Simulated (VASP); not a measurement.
A run of VASP 6.6.1:

INCAR

```
SYSTEM = SiC
  PREC = Accurate
  ENCUT = 520
  EDIFF = 1E-6
  ISMEAR = -1
  SIGMA = 0.05
  LREAL = .False.
  LASPH = .True.
  NELM = 80
  ALGO = Normal
  ISIF = 2
  LWAVE = .False.
  LCHARG = .False.
  GGA = RE
  IVDW = 13
  NBANDS = 36
```

The input KPOINTS:

```
Automatic mesh
0
Gamma
  10 10 2
  0 0 0
```

The input POSCAR:

```
SiC
1.0
    3.0640405316      0.0000000000      0.0000000000
   -1.5320202658      2.6535369386      0.0000000000
    0.0000000000      0.0000000000     15.0359635669
Si C
6 6
Direct
    0.6666666667      0.3333333333      0.4582933799
    0.3333333333      0.6666666667      0.9582933799
    0.6666666667      0.3333333333      0.7918249768
    0.3333333333      0.6666666667      0.2918249768
    0.0000000000      0.0000000000      0.6250230836
    0.0000000000      0.0000000000      0.1250230836
    0.6666666667      0.3333333333      0.3333147439
    0.3333333333      0.6666666667      0.8333147439
    0.6666666667      0.3333333333      0.6668548596
    0.3333333333      0.6666666667      0.1668548596
    0.0000000000      0.0000000000      0.4996889563
    0.0000000000      0.0000000000     -0.0003110437
```

Potentials or basis: VASP PAW PBE potentials, release 64 (Si, C).

Launch:

```console
$ cat potpaw_PBE.64/Si/POTCAR potpaw_PBE.64/C/POTCAR > POTCAR
$ mpirun -np 1 vasp_std > vasp.out
```

Hardware: 1 thread of AMD EPYC 9R45 96-Core Processor (Zen 5), on a shared host.

Q: Estimate the wall time of this run.

A: It took 82 s on 1 thread of AMD EPYC 9R45 96-Core Processor (Zen 5) (shared host), peak memory 0.24 GiB. Counts: scf iterations 14, k points 28.
